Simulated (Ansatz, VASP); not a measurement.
**InPd: VASP beside Ansatz**

File POSCAR:

```
InPd
1.0
    0.0000000000      2.7460700000      2.7460700000
    2.7460700000      0.0000000000      2.7460700000
    2.7460700000      2.7460700000      0.0000000000
In Pd
1 1
Direct
    0.0000000000      0.0000000000      0.0000000000
    0.5000000000      0.5000000000      0.5000000000
```

The input INCAR.step1:

```
SYSTEM = InPd
  PREC = Accurate
  ENCUT = 600
  EDIFF = 1E-5
  ISMEAR = -1
  SIGMA = 0.05
  LREAL = .False.
  LASPH = .True.
  NELM = 80
  ALGO = Normal
  LWAVE = .True.
  LCHARG = .False.
  GGA = PE
  NBANDS = 18
```

Contents of INCAR.step2:

```
SYSTEM = InPd
  PREC = Accurate
  ENCUT = 600
  EDIFF = 1E-6
  ISMEAR = -1
  SIGMA = 0.05
  LREAL = .False.
  LASPH = .True.
  NELM = 80
  ALGO = Normal
  ISIF = 3
  LWAVE = .False.
  LCHARG = .False.
  GGA = PE
  LHFCALC = .True.
  AEXX = 0.25
  HFSCREEN = 0.3
  PRECFOCK = Normal
  IBRION = 2
  NSW = 60
  EDIFFG = -0.01
  ISTART = 1
```

KPOINTS

```
regular mesh
0
Gamma
  4 4 4
  0 0 0
```

input

```
crystal:
  lattice:
    - [0.0, 2.74607, 2.74607]
    - [2.74607, 0.0, 2.74607]
    - [2.74607, 2.74607, 0.0]
  atoms:
    - { symbol: In, position: [0.0, 0.0, 0.0] }
    - { symbol: Pd, position: [0.5, 0.5, 0.5] }
hamiltonian:
  xc: { exchange: pbe, correlation: pbe, exx: { coeff: 0.25, omega: 0.3 } }
  pseudopotentials: { kind: paw }
kpoints:
  mp_grid: { grid: [4, 4, 4] }
scf:
  occupations: { method: fermi_dirac, width: 0.05 }
output:
  forces: true
  stress: true
  eigenvalues: true
relax:
  f_tol: 0.01
  max_steps: 40
  cell: { stress_tol: 0.05 }
```

Alike in both runs: task relaxation of cell and atoms; functional PBE-based screened hybrid; k mesh 4 × 4 × 4; occupations fermi-dirac, width 0.05 eV; no spin polarisation.

```csv
,VASP,Ansatz
version,VASP 6.6.1,Ansatz 0.2.0
potentials or method,"VASP PAW PBE potentials, release 64 (In_d, Pd)",Ansatz PAW
plane-wave cutoff (eV),600,420
valence electrons in the cell,23,31
```

Ansatz gave:

```
gap on the k mesh at the Fermi level, each at its own relaxed structure (eV) : none
relaxed volume (Å³/atom)                                                     : 19.89
relaxed cell length with the largest relative difference (Å)                 : 3.832
```

Problem. Which values does VASP return?

Solution. gap on the k mesh at the Fermi level, each at its own relaxed structure (eV): none; relaxed volume (Å³/atom): 19.97; relaxed cell length with the largest relative difference (Å): 3.837.

VASP's potentials were made for PBE, not for PBE-based screened hybrid. A gap of «none» marks a metal or a gap that the smearing closes. VASP's potentials hold 23 valence electrons a cell and Ansatz's 31, so a difference there can come from the potentials and not from the codes.

The k mesh is coarse, so the values compare programs but aren't converged. Noted on Ansatz's run: the plane-wave basis is chosen anew once the cell has moved, so the energies of steps on either side of that aren't comparable.
